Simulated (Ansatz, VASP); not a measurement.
Y: VASP beside Ansatz

Contents of INCAR:

```
SYSTEM = Y
PREC = Accurate ; ENCUT = 520
EDIFF = 1E-7 ; ISMEAR = 0
SIGMA = 0.15 ; LREAL = .False.
LASPH = .True. ; NELM = 80
ALGO = Fast ; ISIF = 2
LWAVE = .False. ; LCHARG = .True.
GGA = PE ; LELF = .True.
LVHAR = .True. ; NBANDS = 18
```

KPOINTS

```
regular mesh
0
Gamma
  18 18 8
  0 0 0
```

POSCAR

```
Y
1.0
    3.7427867180      0.0000000000      0.0000000000
   -1.8713933590      3.2413483788      0.0000000000
    0.0000000000      0.0000000000      5.4600300000
Y
2
Direct
    0.3333333333      0.6666666667      0.2500000000
    0.6666666667      0.3333333333      0.7500000000
```

Input for Ansatz:

```yaml
crystal:
  lattice:
    - [3.742786718, 0.0, 0.0]
    - [-1.871393359, 3.2413483788, 0.0]
    - [0.0, 0.0, 5.46003]
  atoms:
    - { symbol: "Y", position: [0.3333333333, 0.6666666667, 0.25] }
    - { symbol: "Y", position: [0.6666666667, 0.3333333333, 0.75] }
basis:
  ecutwfc: 420
kpoints:
  mp_grid: { grid: [18, 18, 8] }
hamiltonian:
  xc: pbe
scf:
  occupations: { method: gaussian, width: 0.15 }
output:
  forces: true
  stress: true
  eigenvalues: true
```

Change from the starting cell: strain +0.025 along x and y, -0.050 along z, atoms carried along.

Alike in both runs: task single point; functional PBE; k mesh 18 × 18 × 8; occupations gaussian, width 0.15 eV; no spin polarisation.

|  | VASP | Ansatz |
| --- | --- | --- |
| version | VASP 6.6.1 | Ansatz 0.2.0 |
| potentials or method | VASP PAW PBE potentials, release 64 (Y_sv), cutoff 520 eV | scalar-relativistic, plane waves, PAW |
| valence electrons in the cell | 22 | 22 |

```csv
,VASP,Ansatz,Ansatz less VASP
gap on the k mesh at the Fermi level (eV),none,none,-
pressure (GPa),-0.4,-0.3,+0.10
"traceless stress, the component that is largest in VASP (GPa)",2.49,2.49,-0.001
```

A gap of «none» marks a metal or a gap that the smearing closes. The functional is the same, so the differences come from potentials, cutoffs and numerics.
